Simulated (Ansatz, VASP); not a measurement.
## Two plane-wave programs on Na6H

```
CELL_PARAMETERS angstrom
8.24492 0.00000 0.00000
0.00000 8.24492 0.00000
0.00000 0.00000 8.24492
ATOMIC_POSITIONS crystal
Na 0.19646 0.50000 0.50000
Na 0.50000 0.19646 0.50000
Na 0.80354 0.50000 0.50000
Na 0.50000 0.80354 0.50000
Na 0.50000 0.50000 0.19646
Na 0.50000 0.50000 0.80354
H 0.00000 0.00000 0.00000
```

Change from the starting cell: species swapped into the SiB6 type (Pm-3m, No. 221).

Alike in both runs: functional PBE; k mesh 6 × 6 × 6; occupations gaussian, width 0.1 eV; no spin polarisation.

Ansatz relaxed the structure, and its values are those at the end. VASP's run is a single point on that final structure, the one shown.

|  | VASP | Ansatz |
| --- | --- | --- |
| version | VASP 6.6.1 | Ansatz 0.2.0 |
| potentials or method | VASP PAW PBE potentials, release 64 (Na_pv, H), cutoff 520 eV | scalar-relativistic, plane waves, PAW |
| valence electrons in the cell | 43 | 55 |

```csv
,VASP,Ansatz,Ansatz less VASP
gap on the k mesh at the Fermi level (eV),none,none,-
pressure (GPa),0.0,0.0,0.00
rms of the force components (eV/Å),0.002,0.003,+0.0009
```

A gap of «none» marks a metal or a gap that the smearing closes. With one functional, cell and mesh, what is left measures potentials, basis and numerics. VASP's potentials hold 43 valence electrons a cell and Ansatz's 55, so a difference there can come from the potentials and not from the codes. Ansatz's warnings: xc potential rough in thin density.
